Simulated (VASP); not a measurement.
# CS3 (P6_3/mmc) in VASP: further runs

Runs on CS3. Level: PBE+D3(BJ). Tasks: relaxation of cell and atoms.

Everything below comes from runs of VASP 6.6.1. Logs are shortened: lines on timing, memory, paths and dates and some standing lists are left out, and cuts for length are marked.

## Step 1: The cell of the first run

It takes space group P6_3/mmc (No. 194, hexagonal). The conventional cell has a = 6.305 Å, b = 6.305 Å, c = 4.697 Å, α = 90.00°, β = 90.00°, γ = 120.00°. C (site symmetry -6m2) has 12 S at 3.08 to 3.16 Å within 4.1 Å. S (site symmetry mm2) has 8 S at 2.85 to 3.45 Å and 4 C at 3.08 to 3.16 Å within 3.8 Å.

The cell was generated, and may not be a known phase.

## Step 2: Relaxation of cell and atoms, PBE+D3(BJ)

Input file INCAR:

```
SYSTEM = CS3
ALGO = Normal
EDIFF = 1E-6
EDIFFG = -0.04
ENCUT = 600
GGA = PE
IBRION = 2
ISIF = 3
ISMEAR = 0
IVDW = 12
LASPH = .TRUE.
LCHARG = .FALSE.
LREAL = .FALSE.
LWAVE = .FALSE.
NELM = 60
NSW = 90
PREC = Accurate
SIGMA = 0.1
```

Input file KPOINTS:

```
k-points
0
G
  3 3 4
  0 0 0
```

Input file POSCAR:

```
CS3
1.0
    6.3045426000      0.0000000000      0.0000000000
   -3.1522713000      5.4598940500      0.0000000000
    0.0000000000      0.0000000000      4.6965183100
C S
2 6
Direct
    0.6666666700      0.3333333300      0.2500000000
    0.3333333300      0.6666666700      0.7500000000
    0.1508466300      0.3016932600      0.2500000000
    0.6983067400      0.8491533700      0.2500000000
    0.1508466300      0.8491533700      0.2500000000
    0.8491533700      0.1508466300      0.7500000000
    0.3016932600      0.1508466300      0.7500000000
    0.8491533700      0.6983067400      0.7500000000
```

Potentials or basis: VASP PAW PBE potentials, release 64 (C, S).

Launch:

```bash
> cat potpaw_PBE.64/C/POTCAR potpaw_PBE.64/S/POTCAR > POTCAR
> mpirun -np 1 vasp_std > vasp.out
```

OUTCAR:

```text
SYSTEM = CS3
   EDIFF = 1E-6
   EDIFFG = -0.04
   ENCUT = 600
   GGA = PE
   IBRION = 2
   ISIF = 3
   ISMEAR = 0
   IVDW = 12
   LASPH = .TRUE.
   LREAL = .FALSE.
   NELM = 60
   NSW = 90
   PREC = Accurate
 IVDW          = 12

 ion  position               nearest neighbor table
   1  0.667  0.333  0.250-
   2  0.333  0.667  0.750-
   3  0.151  0.302  0.250-
   4  0.698  0.849  0.250-
   5  0.151  0.849  0.250-
   6  0.849  0.151  0.750-
   7  0.302  0.151  0.750-
   8  0.849  0.698  0.750-

  LATTYP: Found a hexagonal cell.
 ALAT       =     6.3045426000
 C/A-ratio  =     0.7449419582

  Lattice vectors:

 A1 = (   6.3045426000,   0.0000000000,   0.0000000000)
 A2 = (  -3.1522713000,   5.4598940500,   0.0000000000)
 A3 = (   0.0000000000,   0.0000000000,   4.6965183100)

Analysis of symmetry for initial positions (statically):
=====================================================================
 Subroutine PRICEL returns:
 Original cell was already a primitive cell.

 Routine SETGRP: Setting up the symmetry group for a
 hexagonal supercell.

 Subroutine GETGRP returns: Found 24 space group operations
 (whereof 12 operations were pure point group operations)
 out of a pool of 24 trial point group operations.

The static configuration has the point symmetry D_3d.
 The point group associated with its full space group is D_6h.

Analysis of symmetry for dynamics (positions and initial velocities):
=====================================================================
 Subroutine PRICEL returns:
 Original cell was already a primitive cell.

 Routine SETGRP: Setting up the symmetry group for a
 hexagonal supercell.

 Subroutine GETGRP returns: Found 24 space group operations
 (whereof 12 operations were pure point group operations)
 out of a pool of 24 trial point group operations.

The dynamic configuration has the point symmetry D_3d.
 The point group associated with its full space group is D_6h.

 Subroutine INISYM returns: Found 24 space group operations
 (whereof 12 operations are pure point group operations),
 and found     1 'primitive' translations

----------------------------------------------------------------------------------------

                                     Primitive cell

  volume of cell :     161.6642

  direct lattice vectors                    reciprocal lattice vectors
     6.304542600  0.000000000  0.000000000     0.158615789  0.091576869  0.000000000
    -3.152271300  5.459894050  0.000000000     0.000000000  0.183153737  0.000000000
     0.000000000  0.000000000  4.696518310     0.000000000  0.000000000  0.212923688

  length of vectors
     6.304542600  6.304542599  4.696518310     0.183153737  0.183153737  0.212923688

  position of ions in fractional coordinates (direct lattice)
     0.666666670  0.333333330  0.250000000
     0.333333330  0.666666670  0.750000000
     0.150846630  0.301693260  0.250000000
     0.698306740  0.849153370  0.250000000
     0.150846630  0.849153370  0.250000000
     0.849153370  0.150846630  0.750000000
     0.301693260  0.150846630  0.750000000
     0.849153370  0.698306740  0.750000000

  ion indices of the primitive-cell ions
   primitive index   ion index
                 1           1
                 2           2
                 3           3
                 4           4
                 5           5
                 6           6
                 7           7
                 8           8

----------------------------------------------------------------------------------------

 KPOINTS: k-points

Automatic generation of k-mesh.
 Grid dimensions read from file:
 generate k-points for:    3    3    4

 Generating k-lattice:

  Cartesian coordinates                     Fractional coordinates (reciprocal lattice)
     0.052871930  0.030525623  0.000000000     0.333333333  0.000000000  0.000000000
     0.000000000  0.061051246  0.000000000     0.000000000  0.333333333  0.000000000
     0.000000000  0.000000000  0.053230922     0.000000000  0.000000000  0.250000000

  Length of vectors
     0.061051246  0.061051246  0.053230922

  Shift w.r.t. Gamma in fractional coordinates (k-lattice)
     0.000000000  0.000000000  0.000000000

 Subroutine IBZKPT returns following result:
 ===========================================

 Found      9 irreducible k-points:

 Following reciprocal coordinates:
            Coordinates               Weight
  0.000000  0.000000  0.000000      1.000000
  0.333333  0.000000  0.000000      6.000000
  0.333333  0.333333  0.000000      2.000000
  0.000000  0.000000  0.250000      2.000000
  0.333333  0.000000  0.250000     12.000000
  0.333333  0.333333  0.250000      4.000000
  0.000000  0.000000  0.500000      1.000000
  0.333333  0.000000  0.500000      6.000000
  0.333333  0.333333  0.500000      2.000000
   k-points           NKPTS =      9   k-points in BZ     NKDIM =      9   number of bands    NBANDS=     27
   number of dos      NEDOS =    301   number of ions     NIONS =      8
   total plane-waves  NPLWV = 100000
   dimension x,y,z NGX =    50 NGY =   50 NGZ =   40
   dimension x,y,z NGXF=   100 NGYF=  100 NGZF=   80
   ions per type =               2   6
   NGX,Y,Z   is equivalent  to a cutoff of  13.18, 13.18, 14.16 a.u.
   NGXF,Y,Z  is equivalent  to a cutoff of  26.37, 26.37, 28.32 a.u.
 SYSTEM =  CS3
   PREC   = accura    normal or accurate (medium, high low for compatibility)
   ISTART =      0    job   : 0-new  1-cont  2-samecut
   ICHARG =      2    charge: 1-file 2-atom 10-const
   ISPIN  =      1    spin polarized calculation?
   LNONCOLLINEAR =      F non collinear calculations
   LSORBIT =      F    spin-orbit coupling
   LASPH  =      T    aspherical Exc in radial PAW
   ENCUT  =  600.0 eV  44.10 Ry    6.64 a.u.  12.59 12.59  9.38*2*pi/ulx,y,z
   NELM   =     60;   NELMIN=  2; NELMDL= -5     # of ELM steps
   EDIFF  = 0.1E-05   stopping-criterion for ELM
   LREAL  =      F    real-space projection
   EDIFFG = -.4E-01   stopping-criterion for IOM
   NSW    =     90    number of steps for IOM
   IBRION =      2    ionic relax: 0-MD 1-quasi-New 2-CG
   NFREE  =      1    steps in history (QN), initial steepest desc. (CG)
   ISIF   =      3    stress and relaxation
   ISYM   =      2    0-nonsym 1-usesym 2-fastsym
   POTIM  = 0.5000    time-step for ionic-motion
   TEBEG  =    0.0;   TEEND  =   0.0 temperature during run
   PSTRESS=    0.0 pullay stress
   NELECT =      44.0000    total number of electrons
   NUPDOWN=      -1.0000    fix difference up-down
   EMIN   =  10.00;   EMAX   =-10.00  energy-range for DOS
   EFERMI =   0.00;   METHOD = LEGACY
   ISMEAR =     0;   SIGMA  =   0.10  broadening in eV -4-tet -1-fermi 0-gaus
   EFERMI_NEDOS =   21; number of points for ismear=-14 and -15
   IALGO  =     38    algorithm
   IMIX   =      4    mixing-type and parameters
     AMIX     =   0.40;   BMIX     =  1.00
     AMIX_MAG =   1.60;   BMIX_MAG =  1.00
  volume/ion in A,a.u.               =      20.21       136.37
  Fermi-wavevector in a.u.,A,eV,Ry     =   1.060933  2.004872 15.314417  1.125578
  Thomas-Fermi vector in A             =   2.196331
   LORBIT       =      0    0 simple, 1 ext, 2 COOP (PROOUT), +10 PAW based schemes
   GGA     = PE    functional components
   LHFCALC =     F    Hartree Fock is set to
   AEXX    =    0.0000 exact exchange contribution
   IVDW    =    12    specifies the selected vdW correction
   LEPSILON=     F    determine dielectric tensor
   LRPA    =     F    only Hartree local field effects (RPA)
 conjugate gradient relaxation of ions
 non-spin polarized calculation
 Gauss-broadening in eV      SIGMA  =   0.10
  energy-cutoff  :      600.00
  volume of cell :      161.66
 maximum number of plane-waves:      5467
 NGX is ok and might be reduce to    50
   NGX = 25   NGY = 25   NGZ = 19

--------------------------------------- Ionic step        1  -------------------------------------------

 number of electron      44.0000003 magnetization

 Free energy of the ion-electron system (eV)
  ---------------------------------------------------
  ext. energy  EPLUGINS =         0.00000000
  ---------------------------------------------------
  free energy    TOTEN  =       -22.26811936 eV

  energy without entropy =      -22.22432837  energy(sigma->0) =      -22.24622386

 E-fermi :   3.0730     XC(G=0):  -9.5428

 val. band max:        3.0605331709   @ k =   0.3333   0.0000   0.2500
 cond. band min:       3.0752188895   @ k =   0.3333   0.3333   0.2500
 fundamental gap:      0.0146857185
 Fermi energy:         3.0729853750

 k-point     1 :       0.0000    0.0000    0.0000
  band No.  band energies     occupation
      1     -11.5632      2.00000
      2      -9.3839      2.00000
      3      -9.3839      2.00000
      4      -8.4361      2.00000
      5      -7.7911      2.00000
      6      -7.7911      2.00000
[... 390 lines left out ...]
  FREE ENERGIE OF THE ION-ELECTRON SYSTEM (eV)
  ---------------------------------------------------
  free  energy   TOTEN  =       -28.2882307740 eV

  energy  without entropy=      -28.2452667756  energy(sigma->0) =      -28.26674877

[... ionic steps 4 to 22 ...]

--------------------------------------- Ionic step       23  -------------------------------------------

 number of electron      43.9999996 magnetization

------------------------ aborting loop because EDIFF is reached ----------------------------------------

 Edisp (eV)   -2.59260

 E8    (eV) :    -0.9085
[... 81 lines left out ...]
  energy  without entropy=      -32.9369582117  energy(sigma->0) =      -32.94251594

--------------------------------------- Ionic step       25  -------------------------------------------

 number of electron      43.9999996 magnetization

 Free energy of the ion-electron system (eV)
  ---------------------------------------------------
  ext. energy  EPLUGINS =         0.00000000
  ---------------------------------------------------
  free energy    TOTEN  =       -30.36642665 eV

  energy without entropy =      -30.35543300  energy(sigma->0) =      -30.36092982

 E-fermi :   8.1353     XC(G=0): -11.1322

 val. band max:        7.9478574965   @ k =   0.0000   0.0000   0.5000
 cond. band min:       8.1826166867   @ k =   0.3333   0.0000   0.0000
 fundamental gap:      0.2347591902
 Fermi energy:         8.1352699317

 k-point     1 :       0.0000    0.0000    0.0000
  band No.  band energies     occupation
      1     -10.1744      2.00000
      2      -7.8868      2.00000
      3      -7.0283      2.00000
      4      -7.0283      2.00000
      5      -5.6948      2.00000
      6      -5.6948      2.00000
[... 298 lines left out ...]
  FREE ENERGIE OF THE ION-ELECTRON SYSTEM (eV)
  ---------------------------------------------------
  free  energy   TOTEN  =       -32.9487872620 eV

  energy  without entropy=      -32.9377936120  energy(sigma->0) =      -32.94329044

 reached required accuracy - stopping structural energy minimisation
```

Run time: 24 min. Hardware: 1 thread of Oxide Virtual Turin-like, shared host; peak memory 0.31 GiB.

What came out:

```
Free energy                           : -32.9488 eV
Relaxed volume                        : 13.75 Å³/atom
Relaxed cell                          : a = 6.551 Å, b = 6.551 Å, c = 2.960 Å, α = 90.00°, β = 90.00°, γ = 120.00°
Space group after relaxing (to 0.1 Å) : P6_3/mmc (No. 194)
Energy gained by relaxing             : 1080.2 meV/atom
Ionic steps                           : 25
Pressure after relaxing               : 0.1 GPa
Largest force after relaxing          : 0.005 eV/Å
Band gap on the k mesh                : zero (bands 22 and 23 overlap by 2.13 eV)
Dispersion energy per atom            : -0.323 eV
```

Forces in eV/Å, atoms in the order of the input:
```
C    0.000  0.000  0.000
C    0.000  0.000  0.000
S    0.000  0.005  0.000
S   -0.004 -0.002  0.000
S    0.004 -0.002  0.000
S   -0.004  0.002  0.000
S    0.004  0.002  0.000
S    0.000 -0.005  0.000
```

The path:
| step | energy change (eV) | largest force (eV/Å) | pressure (GPa) | volume (Å³) |
| --- | --- | --- | --- | --- |
| 1 | 0.0000 | 0.2522 | -15.23 | 161.66 |
| 2 | -3.6849 | 1.2420 | -6.89 | 120.55 |
| 3 | -3.9810 | 1.6286 | 0.06 | 110.95 |
| 4 | -3.9837 | 1.6877 | 1.39 | 109.79 |
| 5 | -4.8170 | 1.4920 | 1.61 | 105.64 |
| 6 | -5.6210 | 0.6662 | 15.31 | 93.51 |
| 7 | -5.6975 | 0.0993 | 10.50 | 96.77 |
| 8 | -6.4459 | 0.2886 | 6.62 | 99.58 |
| 9 | -7.2584 | 0.9988 | 5.43 | 103.41 |
| 10 | -7.2739 | 2.1513 | 9.17 | 110.15 |
| 11 | -7.4466 | 1.6032 | 6.61 | 107.61 |
| 12 | -8.2313 | 0.7031 | -1.22 | 115.86 |
| 13 | -8.2686 | 0.5779 | -2.21 | 117.55 |
| 14 | -8.3097 | 0.5522 | -4.24 | 120.93 |
| 15 | -8.4986 | 0.3051 | -1.83 | 116.36 |
| 16 | -8.5165 | 0.1779 | -0.81 | 114.81 |
| 17 | -8.5166 | 0.1671 | -0.72 | 114.68 |
| 18 | -8.5461 | 0.1959 | -0.19 | 113.46 |
| 19 | -8.5819 | 0.2655 | 0.70 | 111.57 |
| 20 | -8.6079 | 0.2976 | 2.43 | 107.78 |
| 21 | -8.6157 | 0.3065 | 1.88 | 109.02 |
| 22 | -8.6345 | 0.1580 | 0.88 | 109.40 |
| 23 | -8.6370 | 0.0817 | 0.38 | 109.61 |
| 24 | -8.6408 | 0.0295 | 0.23 | 109.86 |
| 25 | -8.6415 | 0.0048 | 0.13 | 110.02 |

Final structure:
```
C S
1.0
     6.55150    0.00000    0.00000
    -3.27575    5.67376    0.00000
     0.00000    0.00000    2.95969
C S
2 6
Direct
  0.66667 0.33333 0.25000
  0.33333 0.66667 0.75000
  0.19111 0.38222 0.25000
  0.61778 0.80889 0.25000
  0.19111 0.80889 0.25000
  0.80889 0.19111 0.75000
  0.38222 0.19111 0.75000
  0.80889 0.61778 0.75000
```

Caveat: the k points lie up to 0.53 Å⁻¹ apart in the final cell, too coarse for converged energies and pressures of a metal; the volume moved by over 15 % at a fixed basis, so the end points are rough.

## Step 3: Relaxation of cell and atoms, PBE+D3(BJ)

This run uses another cell than the first one, of 14.01 Å³/atom.

Input file INCAR:

```
ALGO     = Normal         # electronic algorithm
EDIFF    = 1E-6           # SCF threshold, eV
EDIFFG   = -0.01          # ionic threshold
ENCUT    = 600            # plane-wave cutoff, eV
GGA      = PE             # functional
IBRION   = 2              # ionic algorithm
ISIF     = 3              # what is computed and relaxed
ISMEAR   = 0              # smearing method
IVDW     = 12             # dispersion correction
LASPH    = True           # aspherical terms in the spheres
LCHARG   = False          # write CHGCAR
LREAL    = False          # projectors in reciprocal space
LWAVE    = False          # write WAVECAR
NELM     = 60             # most SCF steps
NSW      = 100            # ionic steps
PREC     = Accurate       # precision mode
SIGMA    = 0.1            # smearing width, eV
```

Input file KPOINTS:

```
k-points
0
Gamma
  6 6 12
```

Input file POSCAR:

```
CS3
1.0
    6.6356071194      0.0000000000      0.0000000000
   -3.3178035597      5.7466043349      0.0000000000
    0.0000000000      0.0000000000      2.9392116782
C S
2 6
Direct
    0.6666666667      0.3333333333      0.2500000000
    0.3333333333      0.6666666667      0.7500000000
    0.1950877199      0.3901754397      0.2500000000
    0.6098245603      0.8049122801      0.2500000000
    0.1950877199      0.8049122801      0.2500000000
    0.8049122801      0.1950877199      0.7500000000
    0.3901754397      0.1950877199      0.7500000000
    0.8049122801      0.6098245603      0.7500000000
```

Potentials or basis: VASP PAW PBE potentials, release 64 (C, S).

Launch:

```bash
> cat potpaw_PBE.64/C/POTCAR potpaw_PBE.64/S/POTCAR > POTCAR
> mpirun -np 1 vasp_std > vasp.out
```

It took 14 min on 1 thread of Oxide Virtual Turin-like, shared host; peak memory 0.32 GiB.

Results (log left out):

* Free energy: -32.7627 eV
* Relaxed volume: 13.68 Å³/atom
* Relaxed cell: a = 6.469 Å, b = 6.469 Å, c = 3.019 Å, α = 90.00°, β = 90.00°, γ = 120.00°
* Space group after relaxing (to 0.1 Å): P6_3/mmc (No. 194)
* Energy gained by relaxing: 6.8 meV/atom
* Ionic steps: 9
* Pressure after relaxing: 0.0 GPa
* Largest force after relaxing: 0.004 eV/Å
* Band gap on the k mesh: zero (bands 22 and 23 overlap by 2.16 eV)
* Dispersion energy per atom: -0.325 eV

Forces on the atoms (eV/Å):
```
C    0.000  0.000  0.000
C    0.000  0.000  0.000
S    0.000 -0.004  0.000
S    0.004  0.002  0.000
S   -0.004  0.002  0.000
S    0.004 -0.002  0.000
S   -0.004 -0.002  0.000
S    0.000  0.004  0.000
```

Stress tensor (GPa, compression positive):
```
 0.02  0.00  0.00
 0.00  0.02  0.00
 0.00  0.00 -0.08
```

Step by step:
```
step  energy change (eV)  largest force (eV/Å)  pressure (GPa)  volume (Å³)
   1              0.0000                0.0309            0.25       112.08
   2             -0.0248                0.1355           -0.60       112.42
   3             -0.0253                0.1537           -0.72       112.48
   4             -0.0358                0.1407           -0.27       111.50
   5             -0.0474                0.1029            1.16       108.79
   6             -0.0525                0.0401            0.69       108.88
   7             -0.0539                0.0098            0.33       108.95
   8             -0.0543                0.0020            0.16       109.20
   9             -0.0544                0.0045           -0.01       109.44
```

Final structure:
```cif
data_structure
_symmetry_space_group_name_H-M 'P 1'
_symmetry_Int_Tables_number 1
_cell_length_a 6.4694
_cell_length_b 6.4694
_cell_length_c 3.0194
_cell_angle_alpha 90.000
_cell_angle_beta 90.000
_cell_angle_gamma 120.000
_cell_volume 109.44
loop_
_atom_site_label
_atom_site_type_symbol
_atom_site_fract_x
_atom_site_fract_y
_atom_site_fract_z
_atom_site_occupancy
C1 C 0.66667 0.33333 0.25000 1
C2 C 0.33333 0.66667 0.75000 1
S1 S 0.19114 0.38228 0.25000 1
S2 S 0.61772 0.80886 0.25000 1
S3 S 0.19114 0.80886 0.25000 1
S4 S 0.80886 0.19114 0.75000 1
S5 S 0.38228 0.19114 0.75000 1
S6 S 0.80886 0.61772 0.75000 1
```

Levels at points of the mesh, in eV from the Fermi level:
```
           k point  band 20  band 21  band 22  band 23  band 24  band 25
(0.00, 0.00, 0.00)    -1.36     0.11     0.11     0.41     0.41     0.56
(0.50, 0.00, 0.00)    -0.95     0.20     0.28     0.42     0.76     1.04
(0.00, 0.00, 0.50)    -1.71    -0.52    -0.52    -0.52    -0.52     0.23
(0.50, 0.00, 0.50)    -2.96    -1.44    -1.44    -0.75    -0.75     1.70
```

The gap in the log of VASP goes by the Fermi energy; the results here count the filled bands.